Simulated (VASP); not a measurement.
# Te2Mo (P6_3/mmc) in VASP: further runs, part 2 of 2

VASP 6.6.1.

### Step 3. Single point, r2SCAN, collinear spin (27.51 Å³/atom)

This run uses another cell than the first one, of 27.51 Å³/atom.

POSCAR reads:

```
Te2Mo
1.0
    3.5675496957      0.0000000000      0.0000000000
   -1.7837748478      3.0895886657      0.0000000000
    0.0000000000      0.0000000000     14.9735083782
Te Mo
4 2
Direct
    0.3333333333      0.6666666667      0.6305332510
    0.6666666667      0.3333333333      0.1305332510
    0.3333333333      0.6666666667      0.8694667490
    0.6666666667      0.3333333333      0.3694667490
    0.3333333333      0.6666666667      0.2500000000
    0.6666666667      0.3333333333      0.7500000000
```

INCAR.step1 reads:

```
PREC = Accurate
ENCUT = 520
ISMEAR = 0
SIGMA = 0.05
LREAL = False
LASPH = True
NELM = 150
ISPIN = 2
MAGMOM = 0 0 0 0 0.05 0.05
LMAXMIX = 4
NBANDS = 39
GGA = PE
ALGO = Normal
EDIFF = 1E-4
LWAVE = True
LCHARG = False
```

INCAR.step2 reads:

```
PREC = Accurate
ENCUT = 520
EDIFF = 1E-6
ISMEAR = 0
SIGMA = 0.05
LREAL = False
LASPH = True
NELM = 150
ALGO = Normal
ISIF = 2
LWAVE = False
LCHARG = False
ISPIN = 2
MAGMOM = 0 0 0 0 0.05 0.05
LORBIT = 11
LMAXMIX = 4
METAGGA = R2SCAN
LMIXTAU = True
NBANDS = 39
ISTART = 1
```

KPOINTS reads:

```
Automatic mesh
0
Gamma
  8 8 2
```

Potentials or basis: VASP PAW PBE potentials, release 64 (Te, Mo_sv).

Run with:

```sh
$ cat potpaw_PBE.64/Te/POTCAR potpaw_PBE.64/Mo_sv/POTCAR > POTCAR
$ cp INCAR.step1 INCAR
$ mpirun -np 1 vasp_std > vasp.out
$ cp INCAR.step2 INCAR
$ mpirun -np 1 vasp_std > vasp.out
```

OUTCAR:

```text
PREC = Accurate
   ENCUT = 520
   EDIFF = 1E-6
   ISMEAR = 0
   LREAL = False
   LASPH = True
   NELM = 150
   ISIF = 2
   ISPIN = 2
   LORBIT = 11
   METAGGA = R2SCAN
   ISTART = 1

 ion  position               nearest neighbor table
   1  0.333  0.667  0.631-   6 2.73   6 2.73   6 2.73   3 3.58
   2  0.667  0.333  0.131-   5 2.73   5 2.73   5 2.73   4 3.58
   3  0.333  0.667  0.869-   6 2.73   6 2.73   6 2.73   1 3.58
   4  0.667  0.333  0.369-   5 2.73   5 2.73   5 2.73   2 3.58
   5  0.333  0.667  0.250-   2 2.73   4 2.73   2 2.73   4 2.73   2 2.73   4 2.73
   6  0.667  0.333  0.750-   1 2.73   3 2.73   1 2.73   3 2.73   1 2.73   3 2.73

  LATTYP: Found a hexagonal cell.
 ALAT       =     3.5675496957
 C/A-ratio  =     4.1971407984

  Lattice vectors:

 A1 = (   3.5675496957,   0.0000000000,   0.0000000000)
[... 1873 lines left out ...]
      1.78377      1.02986      1.95454        -0.000000      0.000000     -0.029632
     -0.00000      2.05973     13.01897         0.000000     -0.000000      0.029632
      1.78377      1.02986      5.53221        -0.000000     -0.000000      0.029632
     -0.00000      2.05973      3.74338         0.000000     -0.000000      0.000000
      1.78377      1.02986     11.23013         0.000000      0.000000      0.000000
 -----------------------------------------------------------------------------------
    total drift:                               -0.000000      0.000000     -0.000000

  FREE ENERGIE OF THE ION-ELECTRON SYSTEM (eV)
  ---------------------------------------------------
  free  energy   TOTEN  =      -155.6634580691 eV

  energy  without entropy=     -155.6634580691  energy(sigma->0) =     -155.66345807

 total charge

# of ion       s       p       d       tot
------------------------------------------
    1        1.390   2.014   0.061   3.465
    2        1.390   2.014   0.061   3.465
    3        1.390   2.014   0.061   3.465
    4        1.390   2.014   0.061   3.465
    5        2.246   6.145   3.935  12.326
    6        2.246   6.145   3.935  12.326
--------------------------------------------------
tot         10.053  20.346   8.115  38.513

 magnetization (x)

# of ion       s       p       d       tot
------------------------------------------
    1       -0.000   0.000   0.000   0.000
    2       -0.000   0.000   0.000   0.000
    3       -0.000   0.000   0.000   0.000
    4       -0.000   0.000   0.000   0.000
    5       -0.000   0.000  -0.000  -0.000
    6       -0.000   0.000  -0.000  -0.000
--------------------------------------------------
tot         -0.000   0.000  -0.000  -0.000
```

Run time: 25 min. Hardware: 1 thread of Intel Xeon 8259CL, shared host; peak memory 0.5 GiB.

Results:

| Quantity | Value |
| --- | --- |
| Free energy | -155.6635 eV |
| Pressure | -0.1 GPa |
| Largest force | 0.030 eV/Å |
| Band gap on the k mesh | 1.19 eV (least direct gap 1.27 eV) |
| Net moment | 0.00 μB per cell |
| Valence electrons inside the program's atomic spheres | Te 3.46; Mo 12.33 |

Forces on the atoms (eV/Å):
```
Te   0.000  0.000 -0.030
Te   0.000  0.000 -0.030
Te   0.000  0.000  0.030
Te   0.000  0.000  0.030
Mo   0.000  0.000  0.000
Mo   0.000  0.000  0.000
```

Levels at points of the mesh, in eV from the valence-band top:
Spin up:
| k point | band 23 | band 24 | band 25 | band 26 | band 27 | band 28 | band 29 | band 30 |
| --- | --- | --- | --- | --- | --- | --- | --- | --- |
| (0.00, 0.00, 0.00) | -1.04 | -0.79 | -0.71 | 0.00 | 3.09 | 3.09 | 3.14 | 3.14 |
| (0.50, 0.00, 0.00) | -0.80 | -0.78 | -0.57 | -0.46 | 1.41 | 1.44 | 1.72 | 1.89 |
| (0.00, 0.00, 0.50) | -1.05 | -1.05 | -0.15 | -0.15 | 3.11 | 3.11 | 3.11 | 3.11 |
| (0.50, 0.00, 0.50) | -0.79 | -0.79 | -0.51 | -0.51 | 1.43 | 1.43 | 1.81 | 1.81 |
Spin down:
| k point | band 24 | band 25 | band 26 | band 27 | band 28 | band 29 |
| --- | --- | --- | --- | --- | --- | --- |
| (0.00, 0.00, 0.00) | -0.79 | -0.71 | 0.00 | 3.09 | 3.09 | 3.14 |
| (0.50, 0.00, 0.00) | -0.78 | -0.57 | -0.46 | 1.41 | 1.44 | 1.72 |
| (0.00, 0.00, 0.50) | -1.05 | -0.15 | -0.15 | 3.11 | 3.11 | 3.11 |
| (0.50, 0.00, 0.50) | -0.79 | -0.51 | -0.51 | 1.43 | 1.43 | 1.81 |

Caveat: the PAW data sets were made with another functional, which shifts forces and pressure a little; spin-orbit coupling is left out, which moves the levels of the heavy elements.

### Step 4. Single point, r2SCAN, collinear spin

POSCAR reads:

```
Te2Mo
1.0
    3.5636797614      0.0000000000      0.0000000000
   -1.7818398807      3.0862372043      0.0000000000
    0.0000000000      0.0000000000     14.7197071926
Te Mo
4 2
Direct
    0.3333333333      0.6666666667      0.6284395073
    0.6666666667      0.3333333333      0.1284395073
    0.3333333333      0.6666666667      0.8715604927
    0.6666666667      0.3333333333      0.3715604927
    0.3333333333      0.6666666667      0.2500000000
    0.6666666667      0.3333333333      0.7500000000
```

INCAR.step1 reads:

```
ALGO = Normal
EDIFF = 1E-4
ENCUT = 520
GGA = PE
ISMEAR = 0
ISPIN = 2
LASPH = True
LCHARG = False
LMAXMIX = 4
LREAL = False
LWAVE = True
MAGMOM = 0 0 0 0 2 2
NBANDS = 39
NELM = 150
PREC = Accurate
SIGMA = 0.05
```

INCAR.step2 reads:

```
ALGO = Normal
EDIFF = 1E-7
ENCUT = 520
ISIF = 2
ISMEAR = 0
ISPIN = 2
ISTART = 1
LASPH = True
LCHARG = True
LELF = True
LMAXMIX = 4
LMIXTAU = True
LORBIT = 11
LREAL = False
LVHAR = True
LWAVE = False
MAGMOM = 0 0 0 0 2 2
METAGGA = R2SCAN
NBANDS = 39
NELM = 150
PREC = Accurate
SIGMA = 0.05
```

KPOINTS reads:

```
k-points
0
Gamma
  8 8 2
```

Run with:

```sh
$ cat potpaw_PBE.64/Te/POTCAR potpaw_PBE.64/Mo_sv/POTCAR > POTCAR
$ cp INCAR.step1 INCAR
$ mpirun -np 1 vasp_std > vasp.out
$ cp INCAR.step2 INCAR
$ mpirun -np 1 vasp_std > vasp.out
```

Run time: 11 min. Hardware: 1 thread of AMD EPYC 9R45 (Zen 5), shared host; peak memory 0.46 GiB.

Results (log left out):

| Property | Result |
| --- | --- |
| Free energy | -155.6658 eV |
| Pressure | 0.1 GPa |
| Largest force | 0.028 eV/Å |
| Band gap on the k mesh | 1.12 eV (least direct gap 1.26 eV) |
| Net moment | 0.00 μB per cell |
| Valence electrons inside the program's atomic spheres | Te 3.47; Mo 12.33 |

Forces in eV/Å, atoms in the order of the input:
```
Te   0.000  0.000 -0.028
Te   0.000  0.000 -0.028
Te   0.000  0.000  0.028
Te   0.000  0.000  0.028
Mo   0.000  0.000  0.000
Mo   0.000  0.000  0.000
```

Stress tensor (GPa, compression positive):
```
0.09 0.00 0.00
0.00 0.09 0.00
0.00 0.00 0.20
```

Levels at points of the mesh, in eV from the valence-band top:
Spin up:
| k point | band 23 | band 24 | band 25 | band 26 | band 27 | band 28 | band 29 | band 30 |
| --- | --- | --- | --- | --- | --- | --- | --- | --- |
| (0.00, 0.00, 0.00) | -1.08 | -0.79 | -0.71 | 0.00 | 3.05 | 3.05 | 3.11 | 3.11 |
| (0.50, 0.00, 0.00) | -0.85 | -0.83 | -0.62 | -0.48 | 1.37 | 1.41 | 1.67 | 1.86 |
| (0.00, 0.00, 0.50) | -1.09 | -1.09 | -0.15 | -0.15 | 3.07 | 3.07 | 3.07 | 3.07 |
| (0.50, 0.00, 0.50) | -0.84 | -0.84 | -0.55 | -0.55 | 1.39 | 1.39 | 1.77 | 1.77 |
Spin down:
| k point | band 23 | band 24 | band 25 | band 26 | band 27 | band 28 | band 29 | band 30 |
| --- | --- | --- | --- | --- | --- | --- | --- | --- |
| (0.00, 0.00, 0.00) | -1.08 | -0.79 | -0.71 | 0.00 | 3.05 | 3.05 | 3.11 | 3.11 |
| (0.50, 0.00, 0.00) | -0.85 | -0.83 | -0.62 | -0.48 | 1.37 | 1.41 | 1.67 | 1.86 |
| (0.00, 0.00, 0.50) | -1.09 | -1.09 | -0.15 | -0.15 | 3.07 | 3.07 | 3.07 | 3.07 |
| (0.50, 0.00, 0.50) | -0.84 | -0.84 | -0.55 | -0.55 | 1.39 | 1.39 | 1.77 | 1.77 |

Caveat: the PAW data sets were made with another functional, which shifts forces and pressure a little; spin-orbit coupling is left out, which moves the levels of the heavy elements.

### Step 5. Comparison with measurements

Step 2. A measured gap of Te2Mo is 0.88 eV (indirect; 300 K; quoted in “Broadband infrared study of pressure-tunable Fano resonance and metallization transition in 2H-MoTe2”, 2022, pmc:9569381); the calculated 1.12 eV misses it by +0.24 eV. Spin-orbit coupling on Mo, Te is left out. The value is that of r2SCAN on a finite k mesh, which can miss the band edges, without temperature or zero-point motion.

Step 3. Against the measured gap of Te2Mo, 0.88 eV (indirect; 300 K; quoted in “Broadband infrared study of pressure-tunable Fano resonance and metallization transition in 2H-MoTe2”, 2022, pmc:9569381), the calculated 1.19 eV is off by +0.31 eV. Spin-orbit coupling on Mo, Te is left out. The value is that of r2SCAN on a finite k mesh, which can miss the band edges, without temperature or zero-point motion.

Step 4. A measured gap of Te2Mo is 0.88 eV (indirect; 300 K; quoted in “Broadband infrared study of pressure-tunable Fano resonance and metallization transition in 2H-MoTe2”, 2022, pmc:9569381); the calculated 1.12 eV misses it by +0.24 eV. Spin-orbit coupling on Mo, Te is left out. The value is that of r2SCAN on a finite k mesh, which can miss the band edges, without temperature or zero-point motion.
